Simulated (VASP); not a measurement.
Input of a VASP 6.6.1 run:

Contents of INCAR:

```
SYSTEM = SiO2
PREC = Accurate ; ENCUT = 520
EDIFF = 1E-6 ; ISMEAR = -1
SIGMA = 0.05 ; LREAL = .FALSE.
LASPH = .TRUE. ; NELM = 80
ALGO = Normal ; ISIF = 2
LWAVE = .FALSE. ; LCHARG = .FALSE.
GGA = PE ; NBANDS = 44
```

KPOINTS

```
regular mesh
0
G
  6 6 4
  0 0 0
```

POSCAR

```
SiO2
1.0
    4.9755888200      0.0000000000      0.0000000000
    0.0000000000      4.9755888200      0.0000000000
    0.0000000000      0.0000000000      6.9008894400
Si O
4 8
Direct
    0.8032465600      0.8032465600      0.5000000000
    0.6967534400      0.3032465600      0.2500000000
    0.3032465600      0.6967534400      0.7500000000
    0.1967534400      0.1967534400      0.0000000000
    0.7617576300      0.1103870700      0.4320415600
    0.8896129300      0.2382423700      0.0679584400
    0.1103870700      0.7617576300      0.5679584400
    0.2617576300      0.3896129300      0.8179584400
    0.2382423700      0.8896129300      0.9320415600
    0.7382423700      0.6103870700      0.3179584400
    0.3896129300      0.2617576300      0.1820415600
    0.6103870700      0.7382423700      0.6820415600
```

Potentials or basis: VASP PAW PBE potentials, release 64 (Si, O).

The run is started by

```console
$ cat potpaw_PBE.64/Si/POTCAR potpaw_PBE.64/O/POTCAR > POTCAR
$ mpirun -np 1 vasp_std > vasp.out
```

Task: What does it give for the band gap on the k mesh?

Result: 5.73 eV.

Task: Predict the largest force.

Result: 0.275 eV/Å.

Task: Estimate the pressure.

Result: 4.9 GPa.

Forces in eV/Å, atoms in the order of the input:
```
Si  -0.025 -0.025  0.000
Si   0.025 -0.025  0.000
Si  -0.025  0.025  0.000
Si   0.025  0.025  0.000
O    0.042  0.158  0.221
O   -0.158 -0.042 -0.221
O    0.158  0.042 -0.221
O    0.042 -0.158 -0.221
O   -0.042 -0.158  0.221
O   -0.042  0.158 -0.221
O   -0.158  0.042  0.221
O    0.158 -0.042  0.221
```

Caveat: the cell stands under pressure. A k mesh can miss the band edges.
